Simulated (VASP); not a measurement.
# Al5In3As8 (P1) in VASP: single point with HSE06

Aim: the single point of Al5In3As8 with HSE06.

Program: VASP 6.6.1. These are calculated values, not measurements. Logs are shortened: lines on timing, memory, paths and dates and some standing lists are left out, and cuts for length are marked.

## 1. The cell of the first run

The typed cell holds 64 atoms: a = 11.645 Å, b = 11.645 Å, c = 11.645 Å, α = 90.00°, β = 90.00°, γ = 90.00°.

## 2. Single point, HSE06

Contents of POSCAR:

```
Al5In3As8
1.0
   11.6450090000      0.0000000000      0.0000000000
    0.0000000000     11.6450090000      0.0000000000
    0.0000000000      0.0000000000     11.6450090000
In Al As
12 20 32
Direct
    0.0048110000      0.9998760000      0.0061800000
    0.0026130000      0.0041090000      0.4960950000
    0.0016890000      0.5003900000      0.0001560000
    0.2540400000      0.2532700000      0.5008090000
    0.2532550000      0.7489360000      0.4991950000
    0.7471110000      0.2550800000      0.0008180000
    0.7466180000      0.7440800000      0.4984520000
    0.2580540000      0.0031130000      0.7556700000
    0.2528770000      0.5000400000      0.2494640000
    0.7471650000      0.9995580000      0.2514270000
    0.7437060000      0.0024700000      0.7517610000
    0.0000590000      0.7432320000      0.7522990000
    0.9954750000      0.4955840000      0.4992630000
    0.4972500000      0.9969630000      0.0019070000
    0.4998710000      0.0010090000      0.4975980000
    0.4994250000      0.5005040000      0.9979570000
    0.5043800000      0.4978400000      0.5008210000
    0.2541770000      0.2507040000      0.0001970000
    0.2566930000      0.7495300000      0.0017810000
    0.7468070000      0.2555540000      0.4999580000
    0.7425950000      0.7447270000      0.0012630000
    0.2532880000      0.9996640000      0.2466380000
    0.2529660000      0.4977640000      0.7516050000
    0.7472640000      0.4993430000      0.2521970000
    0.7454830000      0.4973630000      0.7478560000
    0.9999940000      0.2515110000      0.2515960000
    0.9992320000      0.2554610000      0.7487340000
    0.9983410000      0.7471480000      0.2471840000
    0.4994170000      0.2485150000      0.2487970000
    0.5006830000      0.2530530000      0.7492860000
    0.5000400000      0.7482340000      0.2455850000
    0.4992460000      0.7452670000      0.7534350000
    0.1340950000      0.1347220000      0.1334530000
    0.1228070000      0.1314490000      0.6331280000
    0.1287320000      0.6374210000      0.1242390000
    0.1254710000      0.6087340000      0.6227450000
    0.6132400000      0.1234950000      0.1228600000
    0.6171780000      0.1326910000      0.6170920000
    0.6231120000      0.6211040000      0.1259760000
    0.6184110000      0.6177980000      0.6315380000
    0.3821420000      0.3702350000      0.1188830000
    0.3832880000      0.3829530000      0.6309010000
    0.3757380000      0.8740230000      0.1251390000
    0.3891460000      0.8756440000      0.6268890000
    0.8752070000      0.3766430000      0.1377460000
    0.8717430000      0.3762380000      0.6259200000
    0.8705800000      0.8615230000      0.1236610000
    0.8744040000      0.8746640000      0.6237630000
    0.3793890000      0.1194140000      0.3691880000
    0.3866050000      0.1335200000      0.8835660000
    0.3906870000      0.6230370000      0.3752590000
    0.3735630000      0.6236980000      0.8766720000
    0.8721570000      0.1388390000      0.3750950000
    0.8817160000      0.1318680000      0.8719720000
    0.8801790000      0.6176630000      0.3688530000
    0.8582840000      0.6206110000      0.8750690000
    0.1151010000      0.3752330000      0.3748830000
    0.1323690000      0.3687810000      0.8702990000
    0.1252360000      0.8740990000      0.3604140000
    0.1342340000      0.8674260000      0.8813300000
    0.6231320000      0.3745310000      0.3737720000
    0.6184240000      0.3815720000      0.8687030000
    0.6116640000      0.8720950000      0.3742710000
    0.6166280000      0.8680720000      0.8823240000
```

Contents of INCAR.step1:

```
SYSTEM = Al5In3As8
PREC = Accurate
ENCUT = 400
EDIFF = 1E-5
ISMEAR = -1
SIGMA = 0.05
LREAL = Auto
LASPH = .True.
NELM = 120
ALGO = Normal
ISIF = 2
LWAVE = .True.
GGA = PE
ISYM = -1
NBANDS = 226
GGA_COMPAT = .False.
KPAR = 1
```

Contents of INCAR.step2:

```
SYSTEM = Al5In3As8
PREC = Accurate
ENCUT = 400
EDIFF = 1E-6
ISMEAR = -1
SIGMA = 0.05
LREAL = Auto
LASPH = .True.
NELM = 120
ALGO = Normal
ISIF = 2
LWAVE = .False.
LCHARG = .True.
GGA = PE
LHFCALC = .True.
HFSCREEN = 0.2079
PRECFOCK = Fast
LELF = .True.
LVHAR = .True.
ISTART = 1
ISYM = -1
NBANDS = 226
GGA_COMPAT = .False.
KPAR = 1
```

Contents of KPOINTS:

```
explicit points
1
Reciprocal
  0.25000000   0.25000000   0.25000000 1
```

Potentials or basis: VASP PAW PBE potentials, release 64 (In_d, Al, As).

Run with:

```bash
cat potpaw_PBE.64/In_d/POTCAR potpaw_PBE.64/Al/POTCAR potpaw_PBE.64/As/POTCAR > POTCAR
cp INCAR.step1 INCAR
mpirun -np 4 vasp_std > vasp.out
cp INCAR.step2 INCAR
mpirun -np 4 vasp_std > vasp.out
```

OUTCAR:

```text
SYSTEM = Al5In3As8
   PREC = Accurate
   ENCUT = 400
   EDIFF = 1E-6
   ISMEAR = -1
   LREAL = Auto
   LASPH = .True.
   NELM = 120
   ISIF = 2
   GGA = PE
   LHFCALC = .True.
   HFSCREEN = 0.2079
   PRECFOCK = Fast
   ISTART = 1
   ISYM = -1

 ion  position               nearest neighbor table
   1  0.005  1.000  0.006-  60 2.60  54 2.62  47 2.63  33 2.63
   2  0.003  0.004  0.496-  34 2.59  48 2.59  53 2.60  59 2.61
   3  0.002  0.500  0.000-  45 2.61  35 2.61  56 2.62  58 2.64
   4  0.254  0.253  0.501-  34 2.59  57 2.60  42 2.62  49 2.63
   5  0.253  0.749  0.499-  51 2.61  44 2.63  36 2.64  59 2.64
   6  0.747  0.255  0.001-  54 2.60  45 2.60  62 2.60  37 2.61
[... 56 lines left out ...]
  63  0.612  0.872  0.374-  15 2.45  31 2.45  10 2.60   7 2.60
  64  0.617  0.868  0.882-  14 2.47  21 2.48  32 2.48  11 2.64

IMPORTANT INFORMATION: All symmetrisations will be switched off!
NOSYMM: (Re-)initialisation of all symmetry stuff for point group C_1.

----------------------------------------------------------------------------------------

                                     Primitive cell

  volume of cell :    1579.1358

  direct lattice vectors                    reciprocal lattice vectors
    11.645009000  0.000000000  0.000000000     0.085873699  0.000000000  0.000000000
     0.000000000 11.645009000  0.000000000     0.000000000  0.085873699  0.000000000
     0.000000000  0.000000000 11.645009000     0.000000000  0.000000000  0.085873699

  length of vectors
    11.645009000 11.645009000 11.645009000     0.085873699  0.085873699  0.085873699

  position of ions in fractional coordinates (direct lattice)
     0.004811000  0.999876000  0.006180000
     0.002613000  0.004109000  0.496095000
     0.001689000  0.500390000  0.000156000
     0.254040000  0.253270000  0.500809000
     0.253255000  0.748936000  0.499195000
     0.747111000  0.255080000  0.000818000
[... 56 lines left out ...]
     0.611664000  0.872095000  0.374271000
     0.616628000  0.868072000  0.882324000

  ion indices of the primitive-cell ions
   primitive index   ion index
                 1           1
                 2           2
                 3           3
                 4           4
                 5           5
                 6           6
[... 56 lines left out ...]
                63          63
                64          64

----------------------------------------------------------------------------------------

 KPOINTS: explicit points

Read explicit list of k-points.

 Found      1 k-points:

 Following reciprocal coordinates:
            Coordinates               Weight
  0.250000  0.250000  0.250000      1.000000
   k-points           NKPTS =      1   k-points in BZ     NKDIM =      1   number of bands    NBANDS=    228
   number of dos      NEDOS =    301   number of ions     NIONS =     64
   total plane-waves  NPLWV = 512000
   dimension x,y,z NGX =    80 NGY =   80 NGZ =   80
   dimension x,y,z NGXF=   160 NGYF=  160 NGZF=  160
   ions per type =              12  20  32
   NGX,Y,Z   is equivalent  to a cutoff of  11.42, 11.42, 11.42 a.u.
   NGXF,Y,Z  is equivalent  to a cutoff of  22.84, 22.84, 22.84 a.u.
 SYSTEM =  Al5In3As8
   PREC   = accura    normal or accurate (medium, high low for compatibility)
   ISTART =      1    job   : 0-new  1-cont  2-samecut
   ICHARG =      0    charge: 1-file 2-atom 10-const
   ISPIN  =      1    spin polarized calculation?
   LNONCOLLINEAR =      F non collinear calculations
   LSORBIT =      F    spin-orbit coupling
   LASPH  =      T    aspherical Exc in radial PAW
   ENCUT  =  400.0 eV  29.40 Ry    5.42 a.u.  18.99 18.99 18.99*2*pi/ulx,y,z
   NELM   =    120;   NELMIN=  2; NELMDL=  0     # of ELM steps
   EDIFF  = 0.1E-05   stopping-criterion for ELM
   LREAL  =      T    real-space projection
   EDIFFG = 0.1E-04   stopping-criterion for IOM
   NSW    =      0    number of steps for IOM
   IBRION =     -1    ionic relax: 0-MD 1-quasi-New 2-CG
   NFREE  =      0    steps in history (QN), initial steepest desc. (CG)
   ISIF   =      2    stress and relaxation
   ISYM   =     -1    0-nonsym 1-usesym 2-fastsym
   POTIM  = 0.5000    time-step for ionic-motion
   TEBEG  =    0.0;   TEEND  =   0.0 temperature during run
   PSTRESS=    0.0 pullay stress
   NELECT =     376.0000    total number of electrons
   NUPDOWN=      -1.0000    fix difference up-down
   EMIN   =  10.00;   EMAX   =-10.00  energy-range for DOS
   EFERMI =   0.00;   METHOD = LEGACY
   ISMEAR =    -1;   SIGMA  =   0.05  broadening in eV -4-tet -1-fermi 0-gaus
   EFERMI_NEDOS =   21; number of points for ismear=-14 and -15
   IALGO  =     38    algorithm
   IMIX   =      1    mixing-type and parameters
     AMIX     =   0.40;   BMIX     =  1.00
     AMIX_MAG =   1.60;   BMIX_MAG =  1.00
  volume/ion in A,a.u.               =      24.67       166.51
  Fermi-wavevector in a.u.,A,eV,Ry     =   1.014684  1.917475 14.008345  1.029584
  Thomas-Fermi vector in A             =   2.147926
   LORBIT       =      0    0 simple, 1 ext, 2 COOP (PROOUT), +10 PAW based schemes
   GGA     = PE    functional components
   LHFCALC =     T    Hartree Fock is set to
   PRECFOCK=fast      Normal, Fast or Accurate (Low or Medium for compatibility)
   ENCUT4O =  -1.0   cutoff for four orbital integrals eV
   NKREDX  =     1    reduce k-point grid by
   NKREDY  =     1    reduce k-point grid by
   NKREDZ  =     1    reduce k-point grid by
   AEXX    =    0.2500 exact exchange contribution
   HFSCREEN=    0.2079 screening length (either q_TF or 0.3 A-1)
   HFSCREENC=   0.2079 screening length for correlation (either q_TF or 0.3 A-1)
   ENCUTFOCK=  -1.0 apply spherical cutoff to Coloumb kernel
   IVDW    =     0    specifies the selected vdW correction
   LEPSILON=     F    determine dielectric tensor
   LRPA    =     F    only Hartree local field effects (RPA)
 non-spin polarized calculation
  energy-cutoff  :      400.00
  volume of cell :     1579.14
 maximum number of plane-waves:     28636
 NGX is ok and might be reduce to    80
  NGX = 40; NGY = 40; NGZ = 40

 number of electron     375.9999999 magnetization

 Free energy of the ion-electron system (eV)
  ---------------------------------------------------
  ext. energy  EPLUGINS =         0.00000000
  ---------------------------------------------------
  free energy    TOTEN  =      -329.59457383 eV

  energy without entropy =     -329.59457383  energy(sigma->0) =     -329.59457383

 E-fermi :   4.7317     XC(G=0):  -7.5596

 val. band max:        3.5181023770   @ k =   0.2500   0.2500   0.2500
 cond. band min:       6.0825310697   @ k =   0.2500   0.2500   0.2500
 fundamental gap:      2.5644286927
 Fermi energy:         4.7316662740

 k-point     1 :       0.2500    0.2500    0.2500
  band No.  band energies     occupation
      1     -12.3243      2.00000
      2     -12.3023      2.00000
      3     -12.2810      2.00000
      4     -12.2791      2.00000
      5     -12.2681      2.00000
      6     -12.2567      2.00000
[... 192 lines left out ...]
    199       6.9208      0.00000
    200       6.9830      0.00000
 [bands above 200 left out]

------------------------ aborting loop because EDIFF is reached ----------------------------------------

  FORCE on cell =-STRESS in cart. coord.  units (eV):
  Direction    XX          YY          ZZ          XY          YZ          ZX
  --------------------------------------------------------------------------------------
  -------------------------------------------------------------------------------------
  Total        2.3050747      2.2167536      2.0641742     -4.4961683     -4.4869562     -4.4826977
  in kB        2.3387085      2.2490988      2.0942930     -4.5617729     -4.5524264     -4.5481057
  external PRESSURE =       2.2273668 kB  Pullay stress =       0.0000000 kB

 VOLUME and BASIS-vectors are now :
 -----------------------------------------------------------------------------
  energy-cutoff  :      400.00
  volume of cell :     1579.14
      direct lattice vectors                 reciprocal lattice vectors
    11.645009000  0.000000000  0.000000000     0.085873699  0.000000000  0.000000000
     0.000000000 11.645009000  0.000000000     0.000000000  0.085873699  0.000000000
     0.000000000  0.000000000 11.645009000     0.000000000  0.000000000  0.085873699

 POSITION                                       TOTAL-FORCE (eV/Angst)
 -----------------------------------------------------------------------------------
      0.05602     11.64357      0.07197        -0.004842     -0.002968     -0.013270
      0.03043      0.04785      5.77703        -0.017690     -0.002301      0.011989
      0.01967      5.82705      0.00182        -0.007469      0.007218      0.002024
      2.95830      2.94933      5.83193        -0.009749     -0.006631      0.002203
      2.94916      8.72137      5.81313         0.008205     -0.015512     -0.008247
      8.70011      2.97041      0.00953        -0.000532     -0.011363      0.000876
[... 56 lines left out ...]
      7.12283     10.15555      4.35839        -0.009008      0.022225      0.002835
      7.18064     10.10871     10.27467        -0.007278     -0.005810      0.026753
 -----------------------------------------------------------------------------------
    total drift:                                0.006472      0.017542      0.045397

  FREE ENERGIE OF THE ION-ELECTRON SYSTEM (eV)
  ---------------------------------------------------
  free  energy   TOTEN  =      -329.5945738267 eV

  energy  without entropy=     -329.5945738266  energy(sigma->0) =     -329.59457383
```

Run time: 19 min. Hardware: 4 MPI ranks of Intel Xeon Platinum 8259CL at 2.50GHz (Skylake/Cascade Lake), shared host; peak memory 0.85 GiB.

What came out:

```
Free energy            : -329.5946 eV
Pressure               : 0.2 GPa
Largest force          : 0.051 eV/Å
Band gap on the k mesh : 2.56 eV
```

Forces in eV/Å, atoms in the order of the input:
```
In  -0.005 -0.003 -0.013
In  -0.018 -0.002  0.012
In  -0.007  0.007  0.002
In  -0.010 -0.007  0.002
In   0.008 -0.016 -0.008
In  -0.001 -0.011  0.001
In  -0.006  0.003 -0.001
In   0.000 -0.002  0.000
In   0.002 -0.001 -0.004
In  -0.018  0.000 -0.016
In   0.015 -0.003 -0.017
In  -0.009 -0.004 -0.008
Al   0.021 -0.012 -0.012
Al   0.006  0.013  0.013
Al  -0.001 -0.012 -0.012
Al   0.002 -0.011 -0.003
Al  -0.003  0.015  0.016
Al   0.028  0.013  0.003
Al  -0.027  0.016  0.000
Al   0.001 -0.001 -0.011
Al   0.003 -0.018  0.000
Al   0.003  0.000  0.008
Al   0.001 -0.010 -0.010
Al   0.026 -0.014 -0.004
Al  -0.027  0.013  0.018
Al  -0.012  0.042  0.027
Al   0.022 -0.034  0.007
Al   0.011  0.004 -0.024
Al   0.004 -0.019 -0.020
Al   0.008  0.029  0.004
Al  -0.002 -0.001  0.032
Al   0.003  0.003  0.007
As  -0.003 -0.008 -0.004
As  -0.030  0.020  0.019
As  -0.004  0.009 -0.006
As   0.005 -0.022  0.023
As  -0.021  0.006  0.019
As  -0.005  0.023 -0.007
As   0.008  0.014 -0.013
As   0.008 -0.027  0.007
As  -0.001 -0.001 -0.013
As  -0.005 -0.011 -0.005
As  -0.004  0.001 -0.022
As   0.007 -0.003 -0.007
As  -0.009 -0.028  0.019
As  -0.013  0.000 -0.013
As   0.016 -0.028  0.024
As   0.008  0.004  0.006
As   0.010 -0.021 -0.002
As  -0.025 -0.013 -0.007
As   0.021 -0.005 -0.018
As   0.003  0.014 -0.006
As   0.008  0.014 -0.012
As   0.003  0.031 -0.025
As   0.002 -0.009  0.002
As  -0.019  0.012  0.006
As  -0.042  0.004  0.009
As   0.018  0.002 -0.004
As   0.016  0.022 -0.007
As   0.037 -0.025  0.026
As   0.016  0.014  0.022
As  -0.007  0.018 -0.023
As  -0.009  0.022  0.003
As  -0.007 -0.006  0.027
```

Levels at points of the mesh, in eV from the valence-band top:
```tsv
k point	band 184	band 185	band 186	band 187	band 188	band 189	band 190	band 191	band 192	band 193
(0.25, 0.25, 0.25)	-0.49	-0.40	-0.31	-0.04	0.00	2.56	2.62	2.64	2.67	2.91
```

Caveat: the PAW data sets were made with another functional, which shifts forces and pressure a little; spin-orbit coupling is left out, which moves the levels of the heavy elements; a shifted mesh leaves out Γ, where band edges can lie.
